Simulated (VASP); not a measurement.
# Ir (I4/mmm) in VASP: further runs

Ir is run at these levels: PBEsol; tasks: single point.

All numbers are computed with VASP 6.6.1; they aren't measurements. Logs are shortened: lines on timing, memory, paths and dates and some standing lists are left out, and cuts for length are marked.

**1. The cell of the first run**

Symmetry: I4/mmm, No. 139, tetragonal system. Conventional cell: a = 2.715 Å, b = 2.715 Å, c = 3.935 Å, α = 90.00°, β = 90.00°, γ = 90.00°. Ir (site symmetry 4/mmm) has 12 Ir at 2.71 to 2.75 Å within 3.6 Å.

**2. Single point, PBEsol (strain +0.000 along x and y, +0.025 along z)**

The input, INCAR:

```
SYSTEM = Ir
ALGO = Normal ; EDIFF = 1E-6
ENCUT = 520 ; GGA = PS
ISIF = 2 ; ISMEAR = 0
LASPH = .True. ; LCHARG = .True.
LELF = .True. ; LREAL = .False.
LVHAR = .True. ; LWAVE = .False.
NBANDS = 10 ; NELM = 60
PREC = Accurate ; SIGMA = 0.15
```

The input, KPOINTS:

```
k-points
0
Gamma
  22 22 22
  0 0 0
```

The input, POSCAR:

```
Ir
1.0
    0.0000000000      1.9197000000      1.9676925000
    1.9197000000      0.0000000000      1.9676925000
    1.9197000000      1.9197000000      0.0000000000
Ir
1
Direct
    0.0000000000      0.0000000000      0.0000000000
```

Potentials or basis: VASP PAW PBE potentials, release 64 (Ir).

Started as:

```bash
cat potpaw_PBE.64/Ir/POTCAR > POTCAR
mpirun -np 1 vasp_std > vasp.out
```

OUTCAR:

```text
SYSTEM = Ir
   EDIFF = 1E-6
   ENCUT = 520
   GGA = PS
   ISIF = 2
   ISMEAR = 0
   LASPH = .True.
   LREAL = .False.
   NELM = 60
   PREC = Accurate

 ion  position               nearest neighbor table
   1  0.000  0.000  0.000-

  LATTYP: Found a body centered tetragonal cell.
 ALAT       =     2.7148657757
 C/A-ratio  =     1.4495689014

  Lattice vectors:

 A1 = (  -1.9197000000,   0.0000000000,   1.9676925000)
 A2 = (   1.9197000000,   0.0000000000,   1.9676925000)
 A3 = (   0.0000000000,   1.9197000000,  -1.9676925000)

Analysis of symmetry for initial positions (statically):
=====================================================================
 Subroutine PRICEL returns:
 Original cell was already a primitive cell.

 Routine SETGRP: Setting up the symmetry group for a
 body centered tetragonal supercell.

 Subroutine GETGRP returns: Found 16 space group operations
 (whereof 16 operations were pure point group operations)
 out of a pool of 16 trial point group operations.

The static configuration has the point symmetry D_4h.

Analysis of symmetry for dynamics (positions and initial velocities):
=====================================================================
 Subroutine PRICEL returns:
 Original cell was already a primitive cell.

 Routine SETGRP: Setting up the symmetry group for a
 body centered tetragonal supercell.

 Subroutine GETGRP returns: Found 16 space group operations
 (whereof 16 operations were pure point group operations)
 out of a pool of 16 trial point group operations.

The dynamic configuration has the point symmetry D_4h.

 Subroutine INISYM returns: Found 16 space group operations
 (whereof 16 operations are pure point group operations),
 and found     1 'primitive' translations

----------------------------------------------------------------------------------------

                                     Primitive cell

  volume of cell :      14.5029

  direct lattice vectors                    reciprocal lattice vectors
     0.000000000  1.919700000  1.967692500    -0.260457363  0.260457363  0.254104745
     1.919700000  0.000000000  1.967692500     0.260457363 -0.260457363  0.254104745
     1.919700000  1.919700000  0.000000000     0.260457363  0.260457363 -0.254104745

  length of vectors
     2.749011070  2.749011070  2.714865776     0.447487762  0.447487762  0.447487762

  position of ions in fractional coordinates (direct lattice)
     0.000000000  0.000000000  0.000000000

  ion indices of the primitive-cell ions
   primitive index   ion index
[... 73 lines left out ...]
   EDIFF  = 0.1E-05   stopping-criterion for ELM
   LREAL  =      F    real-space projection
   EDIFFG = 0.1E-04   stopping-criterion for IOM
   NSW    =      0    number of steps for IOM
   IBRION =     -1    ionic relax: 0-MD 1-quasi-New 2-CG
   NFREE  =      0    steps in history (QN), initial steepest desc. (CG)
   ISIF   =      2    stress and relaxation
   ISYM   =      2    0-nonsym 1-usesym 2-fastsym
   POTIM  = 0.5000    time-step for ionic-motion
   TEBEG  =    0.0;   TEEND  =   0.0 temperature during run
   PSTRESS=    0.0 pullay stress
   NELECT =       9.0000    total number of electrons
   NUPDOWN=      -1.0000    fix difference up-down
   EMIN   =  10.00;   EMAX   =-10.00  energy-range for DOS
   EFERMI =   0.00;   METHOD = LEGACY
   ISMEAR =     0;   SIGMA  =   0.15  broadening in eV -4-tet -1-fermi 0-gaus
   EFERMI_NEDOS =   21; number of points for ismear=-14 and -15
   IALGO  =     38    algorithm
   IMIX   =      4    mixing-type and parameters
     AMIX     =   0.40;   BMIX     =  1.00
     AMIX_MAG =   1.60;   BMIX_MAG =  1.00
  volume/ion in A,a.u.               =      14.50        97.87
  Fermi-wavevector in a.u.,A,eV,Ry     =   1.396382  2.638780 26.529778  1.949884
  Thomas-Fermi vector in A             =   2.519742
   LORBIT       =      0    0 simple, 1 ext, 2 COOP (PROOUT), +10 PAW based schemes
   GGA     = PS    functional components
   LHFCALC =     F    Hartree Fock is set to
   AEXX    =    0.0000 exact exchange contribution
   IVDW    =     0    specifies the selected vdW correction
   LEPSILON=     F    determine dielectric tensor
   LRPA    =     F    only Hartree local field effects (RPA)
 non-spin polarized calculation
 Gauss-broadening in eV      SIGMA  =   0.15
  energy-cutoff  :      520.00
  volume of cell :       14.50
 maximum number of plane-waves:       401
   NGX = 11   NGY = 11   NGZ = 11

 number of electron       8.9999999 magnetization

 Free energy of the ion-electron system (eV)
  ---------------------------------------------------
  ext. energy  EPLUGINS =         0.00000000
  ---------------------------------------------------
  free energy    TOTEN  =        -9.80167434 eV

  energy without entropy =       -9.78900343  energy(sigma->0) =       -9.79533889

 E-fermi :   9.7896     XC(G=0): -13.9562

 val. band max:        9.7883059903   @ k =   0.3182   0.0455   0.1818
 cond. band min:       9.7919687347   @ k =   0.3636   0.0000   0.1818
 fundamental gap:      0.0036627443
 Fermi energy:         9.7896239818

 k-point     1 :       0.0000    0.0000    0.0000
  band No.  band energies     occupation
      1      -1.1039      2.00000
      2       5.8527      2.00000
      3       6.1715      2.00000
      4       6.1715      2.00000
      5       8.4560      2.00000
      6       8.8776      2.00000
      7      24.1954      0.00000
      8      29.1170      0.00000
      9      29.8625      0.00000
     10      29.8625      0.00000
[... 287 lines left out ...]
 k-point    24 :      -0.4545    0.0455    0.0000
  band No.  band energies     occupation
      1       2.0146      2.00000
      2       5.7643      2.00000
      3       6.2034      2.00000
      4       8.5607      2.00000
      5      10.4762      0.00000
      6      11.1913      0.00000
      7      16.9623      0.00000
      8      23.8753      0.00000
      9      28.9099      0.00000
     10      29.7800      0.00000

 [... further k-points ...]
[... 5 lines left out ...]
  --------------------------------------------------------------------------------------
  -------------------------------------------------------------------------------------
  Total       -0.6714002     -0.6714002     -1.4595772      0.0000000      0.0000000      0.0000000
  in kB      -74.1716801    -74.1716801   -161.2440529      0.0000000      0.0000000      0.0000000
  external PRESSURE =    -103.1958044 kB  Pullay stress =       0.0000000 kB

 VOLUME and BASIS-vectors are now :
 -----------------------------------------------------------------------------
  energy-cutoff  :      520.00
  volume of cell :       14.50
      direct lattice vectors                 reciprocal lattice vectors
     0.000000000  1.919700000  1.967692500    -0.260457363  0.260457363  0.254104745
     1.919700000  0.000000000  1.967692500     0.260457363 -0.260457363  0.254104745
     1.919700000  1.919700000  0.000000000     0.260457363  0.260457363 -0.254104745

 POSITION                                       TOTAL-FORCE (eV/Angst)
 -----------------------------------------------------------------------------------
      0.00000      0.00000      0.00000        -0.000000      0.000000      0.000000
 -----------------------------------------------------------------------------------
    total drift:                                0.000000      0.000000      0.000000

  FREE ENERGIE OF THE ION-ELECTRON SYSTEM (eV)
  ---------------------------------------------------
  free  energy   TOTEN  =        -9.8016743433 eV

  energy  without entropy=       -9.7890034336  energy(sigma->0) =       -9.79533889
```

stdout:

```text
POSCAR found type information on POSCAR Ir
 POSCAR found :  1 types and       1 ions
 scaLAPACK will be used
 -----------------------------------------------------------------------------
|                                                                             |
|                                                                             |
|     You enforced a specific xc type in the INCAR file but a different       |
|     I HOPE YOU KNOW WHAT YOU ARE DOING!                                     |
|                                                                             |
 -----------------------------------------------------------------------------

 LDA part: xc-table for (Slater+PW92), standard interpolation
 POSCAR, INCAR and KPOINTS ok, starting setup
 FFT: planning ... GRIDC
 FFT: planning ... GRID_SOFT
 FFT: planning ... GRID
 WAVECAR not read
 entering main loop
```

It took 65 s on 1 thread of Intel Xeon 6975P-C, shared host; peak memory 0.24 GiB.

What came out:

| Item | Value |
| --- | --- |
| Free energy | -9.8017 eV |
| Pressure | -10.3 GPa |

Caveat: the cell differs from its parent crystal (strain +0.000 along x and y, +0.025 along z); the PAW data sets were made with another functional, which shifts forces and pressure a little; spin-orbit coupling is left out, which moves the levels of the heavy elements.

**3. Single point, PBEsol (strain +0.000 along x and y, +0.050 along z)**

The input, INCAR:

```
SYSTEM = Ir
PREC = Accurate
ENCUT = 520
EDIFF = 1E-6
ISMEAR = 0
SIGMA = 0.15
LREAL = .FALSE.
LASPH = .TRUE.
NELM = 100
ALGO = Normal
ISIF = 2
LWAVE = .FALSE.
LCHARG = .FALSE.
GGA = PS
NBANDS = 10
```

The input, KPOINTS:

```
Automatic mesh
0
G
  22 22 22
  0 0 0
```

The input, POSCAR:

```
Ir
1.0
    0.0000000000      1.9197000000      2.0156850000
    1.9197000000      0.0000000000      2.0156850000
    1.9197000000      1.9197000000      0.0000000000
Ir
1
Direct
    0.0000000000      0.0000000000      0.0000000000
```

Potentials or basis: VASP PAW PBE potentials, release 64 (Ir).

Started as:

```bash
cat potpaw_PBE.64/Ir/POTCAR > POTCAR
mpirun -np 1 vasp_std > vasp.out
```

It took 61 s on 1 thread of Intel Xeon 6975P-C, shared host; peak memory 0.25 GiB.

The run converged. Its results:

| Item | Value |
| --- | --- |
| Free energy | -9.7524 eV |
| Pressure | -17.5 GPa |

Stress tensor (GPa, compression positive):
```
-12.10   0.00   0.00
  0.00 -12.10   0.00
  0.00   0.00 -28.25
```

Levels at points of the mesh, in eV from the Fermi level:
| k point | band 2 | band 3 | band 4 | band 5 | band 6 | band 7 |
| --- | --- | --- | --- | --- | --- | --- |
| (0.00, 0.00, 0.00) | -3.99 | -3.37 | -3.37 | -1.50 | -0.69 | 14.48 |
| (0.50, 0.00, 0.00) | -3.98 | -3.35 | -0.65 | 0.70 | 1.00 | 6.80 |
| (0.50, 0.50, 0.00) | -6.79 | 0.89 | 1.05 | 1.33 | 1.33 | 9.00 |
| (0.50, 0.00, 0.50) | -6.81 | 0.77 | 1.07 | 1.70 | 2.03 | 10.29 |

Caveat: the cell differs from its parent crystal (strain +0.000 along x and y, +0.050 along z); the PAW data sets were made with another functional, which shifts forces and pressure a little; spin-orbit coupling is left out, which moves the levels of the heavy elements.

**4. Single point, PBEsol (strain +0.025 along x and y, +0.000 along z)**

The input, INCAR:

```
ALGO = Normal
EDIFF = 1E-6
ENCUT = 520
GGA = PS
ISIF = 2
ISMEAR = 0
LASPH = T
LCHARG = F
LREAL = F
LWAVE = F
NBANDS = 10
NELM = 60
PREC = Accurate
SIGMA = 0.15
```

The input, KPOINTS:

```
k-points
0
Gamma
  22 22 22
```

The input, POSCAR:

```
Ir
1.0
    0.0000000000      1.9676925000      1.9197000000
    1.9676925000      0.0000000000      1.9197000000
    1.9676925000      1.9676925000      0.0000000000
Ir
1
Direct
    0.0000000000      0.0000000000      0.0000000000
```

Started as:

```bash
cat potpaw_PBE.64/Ir/POTCAR > POTCAR
mpirun -np 1 vasp_std > vasp.out
```

Wall time 74 s (1 thread of Intel Xeon 6975P-C, shared host); peak memory 0.25 GiB.

The run converged. Its results:

```yaml
Free_energy: -9.7696 eV
Pressure: -18.1 GPa
```

Stress tensor (GPa, compression positive):
```
-20.69   0.00   0.00
  0.00 -20.69   0.00
  0.00   0.00 -12.82
```

Levels at points of the mesh, in eV from the Fermi level:
```csv
k point,band 1,band 2,band 3,band 4,band 5,band 6,band 7,band 8,band 9
"(0.00, 0.00, 0.00)",-10.63,-3.68,-3.68,-3.39,-1.28,-0.89,14.45,19.47,19.47
"(0.50, 0.00, 0.00)",-7.60,-3.83,-3.51,-0.65,0.76,0.93,6.77,13.94,19.13
"(0.50, 0.50, 0.00)",-7.33,-6.83,0.81,1.39,1.39,2.03,10.26,11.16,11.16
"(0.50, 0.00, 0.50)",-7.37,-6.80,0.83,1.22,1.50,1.53,9.62,11.49,11.73
```

Caveat: the cell differs from its parent crystal (strain +0.025 along x and y, +0.000 along z); the PAW data sets were made with another functional, which shifts forces and pressure a little; spin-orbit coupling is left out, which moves the levels of the heavy elements.

**5. Summary**

| cell | gap on the mesh (eV) | pressure (GPa) |
| --- | --- | --- |
| a = 2.749, b = 2.749, c = 2.715 Å, angles 60.4, 60.4, 59.2°, 1 atom | none | -10.3 |
| a = 2.784, b = 2.784, c = 2.715 Å, angles 60.8, 60.8, 58.4°, 1 atom | none | -17.5 |
| a = 2.749, b = 2.749, c = 2.783 Å, angles 59.6, 59.6, 60.8°, 1 atom | none | -18.1 |

Alike in all rows: task single point; level PBEsol; potentials or basis VASP PAW PBE potentials, release 64 (Ir); no spin polarisation; k mesh 22 × 22 × 22; cutoff (eV) 520; smearing gaussian 0.15 eV.

Caveats: the PAW data sets were made with another functional, which shifts forces and pressure a little; spin-orbit coupling is left out, which moves the levels of the heavy elements.

Total energies depend on the potentials used, so only differences within one code and one set of settings carry meaning.
